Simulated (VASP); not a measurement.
Hf: relaxation of cell and atoms with PBEsol

Hf:

```
Hf
1.0
     0.00000    1.96180    1.96180
     1.96180    0.00000    1.96180
     1.96180    1.96180    0.00000
Hf
1
Cartesian
  0.0000 0.0000 0.0000
```

This isn't the form of Hf at room conditions, which is hcp.

```json
{"Program": "VASP 6.6.1", "Task": "relaxation of cell and atoms", "Functional": "PBEsol", "Potentials or basis": "VASP PAW PBE potentials, release 64 (Hf_pv)", "Cutoff": "600 eV", "k mesh": "17 × 17 × 17", "Occupations": "fermi-dirac, width 0.1 eV", "Spin": "no spin polarisation", "Target pressure": "71 GPa", "Dipole correction": "no", "Further INCAR settings": "ALGO = Normal; EDIFF = 1e-07; IBRION = 2; EDIFFG = -0.005; NSW = 60; ISIF = 3"}
```

```
Relaxed volume                                             : 15.05 Å³/atom
Relaxed cell                                               : a = 2.771 Å, b = 2.771 Å, c = 2.771 Å, α = 60.00°, β = 60.00°, γ = 60.00°
Space group after relaxing (to 0.1 Å)                      : Fm-3m (No. 225)
Energy change on relaxing (the run minimises the enthalpy) : +22.5 meV/atom
Ionic steps                                                : 3
Pressure after relaxing                                    : 71.0 GPa
Band gap on the k mesh                                     : zero (bands 5 and 6 overlap by 2.04 eV)
```

Step by step:
```
step  energy change (eV)  largest force (eV/Å)  pressure (GPa)  volume (Å³)
   1              0.0000                0.0000           69.92        15.10
   2              0.0998                0.0000           74.72        14.88
   3              0.0225                0.0000           70.99        15.05
```

Final structure:
```yaml
crystal:
  lattice:
    - [0.00000, 1.95958, 1.95958]
    - [1.95958, 0.00000, 1.95958]
    - [1.95958, 1.95958, 0.00000]
  atoms:
    - { symbol: Hf, position: [0.00000, 0.00000, 0.00000] }
```

Levels at points of the mesh, in eV from the Fermi level:
```
           k point  band 2  band 3  band 4  band 5  band 6  band 7  band 8  band 9
(0.00, 0.00, 0.00)  -28.56  -28.56   -8.33    1.31    1.31    1.31    5.85    5.85
```

It took 19 s on 1 thread of Intel(R) Xeon(R) 6975P-C (Granite Rapids), on a shared host, peak memory 0.16 GiB.

Caveat: the cell is relaxed towards a set pressure, so the run minimises the enthalpy, not the energy; the PAW data sets were made with another functional, which shifts forces and pressure a little; spin-orbit coupling is left out, which moves the levels of the heavy elements.
